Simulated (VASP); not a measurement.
Wanted: the native input for a VASP 6.6.1 run.

| Item | Value |
| --- | --- |
| Task | relaxation of cell and atoms |
| Functional | PBEsol |
| Potentials or basis | VASP PAW PBE potentials, release 64 (Pb_d, S) |
| Cutoff | 600 eV |
| k mesh | 8 × 8 × 8 |
| Occupations | fermi-dirac, width 0.05 eV |
| Spin | no spin polarisation |
| Dipole correction | no |
| Further INCAR settings | ALGO = Normal; EDIFF = 1e-06; IBRION = 2; EDIFFG = -0.02; NSW = 80; ISIF = 3 |

The structure of PbS (Galena) lies in POSCAR:

```
PbS
1.0
    0.0000000000      2.9657500000      2.9657500000
    2.9657500000      0.0000000000      2.9657500000
    2.9657500000      2.9657500000      0.0000000000
Pb S
1 1
Direct
    0.0000000000      0.0000000000      0.0000000000
    0.5000000000      0.5000000000      0.5000000000
```

These files were run (other wordings do the same):

INCAR

```
ALGO = Normal
EDIFF = 1E-6
EDIFFG = -0.02
ENCUT = 600
GGA = PS
IBRION = 2
ISIF = 3
ISMEAR = -1
LASPH = True
LCHARG = False
LREAL = False
LWAVE = False
NELM = 60
NSW = 80
PREC = Accurate
SIGMA = 0.05
```

KPOINTS

```
k-points
0
Gamma
  8 8 8
```

Potentials or basis: VASP PAW PBE potentials, release 64 (Pb_d, S).

Run with:

```console
$ cat potpaw_PBE.64/Pb_d/POTCAR potpaw_PBE.64/S/POTCAR > POTCAR
$ mpirun -np 1 vasp_std > vasp.out
```

It gave:

```
Relaxed volume                         : 25.71 Å³/atom
Relaxed cell                           : a = 4.174 Å, b = 4.174 Å, c = 4.174 Å, α = 60.00°, β = 60.00°, γ = 60.00°
Space group after relaxing (to 0.05 Å) : Fm-3m (No. 225)
Energy gained by relaxing              : 1.0 meV/atom
Ionic steps                            : 3
Pressure after relaxing                : 0.0 GPa
Band gap on the k mesh                 : 0.20 eV, direct
```

Caveat: the PAW data sets were made with another functional, which shifts forces and pressure a little; spin-orbit coupling is left out, which moves the levels of the heavy elements.

Run time: 42 s on 1 thread of Intel(R) Xeon(R) 6975P-C (Granite Rapids), on a shared host, peak memory 0.21 GiB.
